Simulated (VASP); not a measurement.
Rh, 1 atom in the cell. It takes space group Fm-3m (No. 225, cubic). The conventional cell has a = 3.725 Å, b = 3.725 Å, c = 3.725 Å, α = 90.00°, β = 90.00°, γ = 90.00°. Rh (site symmetry m-3m) has 12 Rh at 2.63 Å within 3.5 Å.  This cell differs from its parent crystal: volume scaled by 0.94.

```yaml
Program: VASP 6.6.1
Task: electric field gradients
Functional: PBEsol
Potentials_or_basis: VASP PAW PBE potentials, release 64 (Rh_pv)
Cutoff: 520 eV
k_mesh: 16 × 16 × 16
Occupations: fermi-dirac, width 0.08 eV
Spin: no spin polarisation
Dipole_correction: no
Further_INCAR_settings: ALGO = Normal; EDIFF = 1e-08; NBANDS = 14
```

Potentials or basis: VASP PAW PBE potentials, release 64 (Rh_pv).

Command:

```console
$ cat potpaw_PBE.64/Rh_pv/POTCAR > POTCAR
$ mpirun -np 1 vasp_std > vasp.out
```

Hardware: 1 thread of Intel(R) Xeon(R) 6975P-C (Granite Rapids), on a shared host.

Question: How long does it take, and how much memory?

Answer: It took 9.7 s on 1 thread of Intel(R) Xeon(R) 6975P-C (Granite Rapids), with other jobs on the host, peak memory 0.14 GiB. Counts: scf iterations 13, k points 145.
